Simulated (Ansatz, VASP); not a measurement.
## W: VASP beside Ansatz

```
W
1.0
     3.15023    0.00000    0.00000
     0.00000   -4.46232    0.00001
     0.00000    0.00001   -4.46232
W
4
Direct
  0.00000 0.50000 0.50000
  0.50000 0.00000 0.50000
  0.50000 0.50000 0.00000
  0.00000 0.00000 0.00000
```

Change from the starting cell: atom 1 moved 0.06 Å; relaxed back.

Alike in both runs: functional PBEsol; k mesh 8 × 8 × 8; occupations gaussian, width 0.15 eV; no spin polarisation.

Ansatz relaxed the structure, and its values are those at the end. VASP's run is a single point on that final structure, the one shown.

```csv
,VASP,Ansatz
version,VASP 6.6.1,Ansatz 0.2.0
potentials or method,"VASP PAW PBE potentials, release 64 (W_sv), cutoff 520 eV","scalar-relativistic, plane waves, PAW"
valence electrons in the cell,56,56
```

```tsv
	VASP	Ansatz	Ansatz less VASP
gap on the k mesh at the Fermi level (eV)	none	none	-
pressure (GPa)	0.7	0.0	-0.66
```

VASP's potentials were made for PBE, not for PBEsol. A gap of «none» marks a metal or a gap that the smearing closes.

Neither program's run includes spin-orbit coupling.
